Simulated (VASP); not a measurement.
# Au (P2_1/m) in VASP: single point with r2SCAN

Aim: the single point of Au with r2SCAN.

Everything below comes from runs of VASP 6.6.1. Logs are shortened: lines on timing, memory, paths and dates and some standing lists are left out, and cuts for length are marked.

**1. The cell of the first run**

Symmetry: P2_1/m, No. 11, monoclinic system. The conventional cell has a = 2.900 Å, b = 4.880 Å, c = 2.900 Å, α = 90.00°, β = 120.00°, γ = 90.00°. Within 3.8 Å of Au (site symmetry m) lie 12 Au at 2.90 to 3.02 Å.

**2. Single point, r2SCAN (atom 1 (Au) moved by (+0.100, +0.000) A along [1 1 0] and z)**

The input, POSCAR:

```
Au
1.0
    2.8999984104      0.0000000000      0.0000000000
   -1.4499992052      2.5114722944      0.0000000000
    0.0000000000      0.0000000000      4.8800000000
Au
2
Direct
    0.3717938741      0.6948217366      0.7500000000
    0.6666666667      0.3333333333      0.2500000000
```

The input, INCAR.step1:

```
SYSTEM = Au
PREC = Accurate
ENCUT = 550
ISMEAR = 0
SIGMA = 0.15
LREAL = .False.
LASPH = .True.
NELM = 120
NBANDS = 18
GGA = PE
ALGO = Normal
EDIFF = 1E-5
LWAVE = .True.
LCHARG = .False.
GGA_COMPAT = .False.
```

The input, INCAR.step2:

```
SYSTEM = Au
PREC = Accurate
ENCUT = 550
EDIFF = 1E-6
ISMEAR = 0
SIGMA = 0.15
LREAL = .False.
LASPH = .True.
NELM = 120
ALGO = Normal
ISIF = 2
LWAVE = .False.
LCHARG = .False.
METAGGA = R2SCAN
LMIXTAU = .True.
NBANDS = 18
ISTART = 1
GGA_COMPAT = .False.
```

The input, KPOINTS:

```
regular mesh
0
Gamma
  18 18 10
  0 0 0
```

Potentials or basis: VASP PAW PBE potentials, release 64 (Au).

On the command line:

```console
$ cat potpaw_PBE.64/Au/POTCAR > POTCAR
$ cp INCAR.step1 INCAR
$ mpirun -np 1 vasp_std > vasp.out
$ cp INCAR.step2 INCAR
$ mpirun -np 1 vasp_std > vasp.out
```

OUTCAR:

```text
SYSTEM = Au
   PREC = Accurate
   ENCUT = 550
   EDIFF = 1E-6
   ISMEAR = 0
   LREAL = .False.
   LASPH = .True.
   NELM = 120
   ISIF = 2
   METAGGA = R2SCAN
   ISTART = 1

 ion  position               nearest neighbor table
   1  0.372  0.695  0.750-   2 2.92   2 2.92   2 2.95   2 2.95   2 3.02   2 3.02
   2  0.667  0.333  0.250-   1 2.92   1 2.92   1 2.95   1 2.95   1 3.02   1 3.02

  LATTYP: Found a hexagonal cell.
 ALAT       =     2.8999984104
 C/A-ratio  =     1.6827595431

  Lattice vectors:

 A1 = (   2.8999984104,   0.0000000000,   0.0000000000)
 A2 = (  -1.4499992052,   2.5114722944,   0.0000000000)
 A3 = (   0.0000000000,   0.0000000000,   4.8800000000)

Analysis of symmetry for initial positions (statically):
=====================================================================
 Subroutine PRICEL returns:
 Original cell was already a primitive cell.

 Routine SETGRP: Setting up the symmetry group for a
 hexagonal supercell.

 Subroutine GETGRP returns: Found  4 space group operations
 (whereof  1 operations were pure point group operations)
 out of a pool of 24 trial point group operations.

The static configuration has the point symmetry C_1 .
 The point group associated with its full space group is C_2h.

Analysis of symmetry for dynamics (positions and initial velocities):
=====================================================================
 Subroutine PRICEL returns:
 Original cell was already a primitive cell.

 Routine SETGRP: Setting up the symmetry group for a
 hexagonal supercell.

 Subroutine GETGRP returns: Found  4 space group operations
 (whereof  1 operations were pure point group operations)
 out of a pool of 24 trial point group operations.

The dynamic configuration has the point symmetry C_1 .
 The point group associated with its full space group is C_2h.

 Subroutine INISYM returns: Found  4 space group operations
 (whereof  1 operations are pure point group operations),
 and found     1 'primitive' translations

----------------------------------------------------------------------------------------

                                     Primitive cell

  volume of cell :      35.5423

  direct lattice vectors                    reciprocal lattice vectors
     2.899998410  0.000000000  0.000000000     0.344827775  0.199086409  0.000000000
    -1.449999205  2.511472294  0.000000000     0.000000000  0.398172818  0.000000000
     0.000000000  0.000000000  4.880000000     0.000000000  0.000000000  0.204918033

  length of vectors
     2.899998410  2.899998410  4.880000000     0.398172818  0.398172818  0.204918033

  position of ions in fractional coordinates (direct lattice)
     0.371793874  0.694821737  0.750000000
     0.666666667  0.333333333  0.250000000

  ion indices of the primitive-cell ions
   primitive index   ion index
                 1           1
                 2           2

----------------------------------------------------------------------------------------

 KPOINTS: regular mesh

Automatic generation of k-mesh.
 Grid dimensions read from file:
 generate k-points for:   18   18   10

 Generating k-lattice:

  Cartesian coordinates                     Fractional coordinates (reciprocal lattice)
     0.019157099  0.011060356  0.000000000     0.055555556  0.000000000  0.000000000
     0.000000000  0.022120712  0.000000000     0.000000000  0.055555556  0.000000000
     0.000000000  0.000000000  0.020491803     0.000000000  0.000000000  0.100000000

  Length of vectors
     0.022120712  0.022120712  0.020491803

  Shift w.r.t. Gamma in fractional coordinates (k-lattice)
     0.000000000  0.000000000  0.000000000

 Subroutine IBZKPT returns following result:
 ===========================================

 Found    984 irreducible k-points:

 Following reciprocal coordinates:
            Coordinates               Weight
  0.000000  0.000000  0.000000      1.000000
  0.055556  0.000000  0.000000      2.000000
  0.000000  0.055556  0.000000      2.000000
 -0.055556  0.055556  0.000000      2.000000
  0.111111  0.000000  0.000000      2.000000
  0.000000  0.111111  0.000000      2.000000
[... 16 lines left out ...]
  0.444444 -0.000000  0.000000      2.000000
  0.000000  0.444444  0.000000      2.000000
 [... further k-points ...]
   k-points           NKPTS =    984   k-points in BZ     NKDIM =    984   number of bands    NBANDS=     18
   number of dos      NEDOS =    301   number of ions     NIONS =      2
   total plane-waves  NPLWV =  23040
   dimension x,y,z NGX =    24 NGY =   24 NGZ =   40
   dimension x,y,z NGXF=    48 NGYF=   48 NGZF=   80
   ions per type =               2
   NGX,Y,Z   is equivalent  to a cutoff of  13.76, 13.76, 13.63 a.u.
   NGXF,Y,Z  is equivalent  to a cutoff of  27.52, 27.52, 27.25 a.u.
 SYSTEM =  Au
   PREC   = accura    normal or accurate (medium, high low for compatibility)
   ISTART =      1    job   : 0-new  1-cont  2-samecut
   ICHARG =      0    charge: 1-file 2-atom 10-const
   ISPIN  =      1    spin polarized calculation?
   LNONCOLLINEAR =      F non collinear calculations
   LSORBIT =      F    spin-orbit coupling
   LASPH  =      T    aspherical Exc in radial PAW
   ENCUT  =  550.0 eV  40.42 Ry    6.36 a.u.   5.55  5.55  9.33*2*pi/ulx,y,z
   NELM   =    120;   NELMIN=  2; NELMDL=  0     # of ELM steps
   EDIFF  = 0.1E-05   stopping-criterion for ELM
   LREAL  =      F    real-space projection
[... 7 lines left out ...]
   TEBEG  =    0.0;   TEEND  =   0.0 temperature during run
   PSTRESS=    0.0 pullay stress
   NELECT =      22.0000    total number of electrons
   NUPDOWN=      -1.0000    fix difference up-down
   EMIN   =  10.00;   EMAX   =-10.00  energy-range for DOS
   EFERMI =   0.00;   METHOD = LEGACY
   ISMEAR =     0;   SIGMA  =   0.15  broadening in eV -4-tet -1-fermi 0-gaus
   EFERMI_NEDOS =   21; number of points for ismear=-14 and -15
   IALGO  =     38    algorithm
   IMIX   =      4    mixing-type and parameters
     AMIX     =   0.40;   BMIX     =  1.00
     AMIX_MAG =   1.60;   BMIX_MAG =  1.00
  volume/ion in A,a.u.               =      17.77       119.93
  Fermi-wavevector in a.u.,A,eV,Ry     =   1.395191  2.636529 26.484537  1.946559
  Thomas-Fermi vector in A             =   2.518667
   LORBIT       =      0    0 simple, 1 ext, 2 COOP (PROOUT), +10 PAW based schemes
   METAGGA = R2SCAN    functional components
   LHFCALC =     F    Hartree Fock is set to
   AEXX    =    0.0000 exact exchange contribution
   IVDW    =     0    specifies the selected vdW correction
   LEPSILON=     F    determine dielectric tensor
   LRPA    =     F    only Hartree local field effects (RPA)
 non-spin polarized calculation
 Gauss-broadening in eV      SIGMA  =   0.15
  energy-cutoff  :      550.00
  volume of cell :       35.54
 maximum number of plane-waves:      1065
 NGX is ok and might be reduce to    24
   NGX = 11   NGY = 11   NGZ = 19

 number of electron      21.9999999 magnetization

 Free energy of the ion-electron system (eV)
  ---------------------------------------------------
  ext. energy  EPLUGINS =         0.00000000
  ---------------------------------------------------
  free energy    TOTEN  =      -101.17327627 eV

  energy without entropy =     -101.16500100  energy(sigma->0) =     -101.16913863

 E-fermi :   8.6301     XC(G=0): -13.3270

 val. band max:        8.6203259593   @ k =   0.1111   0.2222  -0.3000
 cond. band min:       8.6381138062   @ k =  -0.1667   0.2222  -0.2000
 fundamental gap:      0.0177878469
 Fermi energy:         8.6300503339

 k-point     1 :       0.0000    0.0000    0.0000
  band No.  band energies     occupation
      1      -0.9916      2.00000
      2       1.3436      2.00000
      3       3.7054      2.00000
      4       3.9934      2.00000
      5       4.0548      2.00000
      6       4.2931      2.00000
[... 10 lines left out ...]
     17      27.2408      0.00000
     18      27.9569      0.00000

 k-point     2 :       0.0556    0.0000    0.0000
  band No.  band energies     occupation
      1      -0.8936      2.00000
      2       1.4226      2.00000
      3       3.6914      2.00000
      4       4.0558      2.00000
      5       4.0698      2.00000
      6       4.2594      2.00000
[... 10 lines left out ...]
     17      26.7520      0.00000
     18      27.5154      0.00000

 k-point     3 :       0.0000    0.0556    0.0000
  band No.  band energies     occupation
      1      -0.8926      2.00000
      2       1.4260      2.00000
      3       3.6785      2.00000
      4       4.0119      2.00000
      5       4.1125      2.00000
      6       4.3189      2.00000
[... 10 lines left out ...]
     17      26.7507      0.00000
     18      27.4234      0.00000

 k-point     4 :      -0.0556    0.0556    0.0000
  band No.  band energies     occupation
      1      -0.8928      2.00000
      2       1.4252      2.00000
      3       3.6830      2.00000
      4       4.0191      2.00000
      5       4.1061      2.00000
      6       4.2866      2.00000
[... 10 lines left out ...]
     17      26.6904      0.00000
     18      27.5183      0.00000

 k-point     5 :       0.1111    0.0000    0.0000
  band No.  band energies     occupation
      1      -0.6066      2.00000
      2       1.6427      2.00000
      3       3.6266      2.00000
      4       4.1468      2.00000
      5       4.1679      2.00000
      6       4.2473      2.00000
[... 10 lines left out ...]
     17      25.6997      0.00000
     18      27.5912      0.00000

 k-point     6 :       0.0000    0.1111    0.0000
  band No.  band energies     occupation
      1      -0.6017      2.00000
      2       1.6581      2.00000
      3       3.5843      2.00000
      4       4.0410      2.00000
      5       4.2953      2.00000
      6       4.3011      2.00000
[... 307 lines left out ...]
 k-point    21 :       0.0000    0.3889    0.0000
  band No.  band energies     occupation
      1       1.8268      2.00000
      2       2.0370      2.00000
      3       2.6756      2.00000
      4       4.1220      2.00000
      5       4.1362      2.00000
      6       4.2257      2.00000
[... 10 lines left out ...]
     17      21.6866      0.00000
     18      24.8103      0.00000

 k-point    22 :      -0.3889    0.3889    0.0000
  band No.  band energies     occupation
      1       1.7895      2.00000
      2       2.0210      2.00000
      3       2.6350      2.00000
      4       4.1352      2.00000
      5       4.1520      2.00000
      6       4.2976      2.00000
[... 10 lines left out ...]
     17      21.8154      0.00000
     18      24.8063      0.00000

 k-point    23 :       0.4444   -0.0000    0.0000
  band No.  band energies     occupation
      1       1.7563      2.00000
      2       1.8679      2.00000
      3       2.3605      2.00000
      4       4.0149      2.00000
      5       4.3937      2.00000
      6       4.4377      2.00000
[... 10 lines left out ...]
     17      21.4209      0.00000
     18      24.2941      0.00000

 k-point    24 :       0.0000    0.4444    0.0000
  band No.  band energies     occupation
      1       1.8707      2.00000
      2       1.9913      2.00000
      3       2.5131      2.00000
      4       4.0592      2.00000
      5       4.1457      2.00000
      6       4.3916      2.00000
[... 10 lines left out ...]
     17      20.7275      0.00000
     18      24.4269      0.00000

 [... further k-points ...]
[... 5 lines left out ...]
  --------------------------------------------------------------------------------------
  -------------------------------------------------------------------------------------
  Total       -0.3065597     -0.2453580     -0.2247045     -0.0260174      0.0000000      0.0000000
  in kB      -13.8190962    -11.0602466    -10.1292290     -1.1728132      0.0000000      0.0000000
  external PRESSURE =     -11.6695239 kB  Pullay stress =       0.0000000 kB

 VOLUME and BASIS-vectors are now :
 -----------------------------------------------------------------------------
  energy-cutoff  :      550.00
  volume of cell :       35.54
      direct lattice vectors                 reciprocal lattice vectors
     2.899998410  0.000000000  0.000000000     0.344827775  0.199086409  0.000000000
    -1.449999205  2.511472294  0.000000000     0.000000000  0.398172818  0.000000000
     0.000000000  0.000000000  4.880000000     0.000000000  0.000000000  0.204918033

 POSITION                                       TOTAL-FORCE (eV/Angst)
 -----------------------------------------------------------------------------------
      0.07071      1.74503      3.66000        -0.014474     -0.027357      0.000000
      1.45000      0.83716      1.22000         0.014474      0.027357      0.000000
 -----------------------------------------------------------------------------------
    total drift:                               -0.000001      0.000001     -0.000000

  FREE ENERGIE OF THE ION-ELECTRON SYSTEM (eV)
  ---------------------------------------------------
  free  energy   TOTEN  =      -101.1732762687 eV

  energy  without entropy=     -101.1650009994  energy(sigma->0) =     -101.16913863
```

It took 13 min on 1 thread of Intel Xeon Platinum 8559C (Emerald Rapids), shared host; peak memory 0.62 GiB.

Results:

```yaml
Free_energy: -101.1733 eV
Pressure: -1.2 GPa
Largest_force: 0.031 eV/Å
Band_gap_on_the_k_mesh: zero (bands 11 and 12 overlap by 7.00 eV)
```

Forces in eV/Å, atoms in the order of the input:
```
Au  -0.014 -0.027  0.000
Au   0.014  0.027  0.000
```

Caveat: the cell differs from its parent crystal (atom 1 (Au) moved by (+0.100, +0.000) A along [1 1 0] and z); the PAW data sets were made with another functional, which shifts forces and pressure a little; spin-orbit coupling is left out, which moves the levels of the heavy elements.
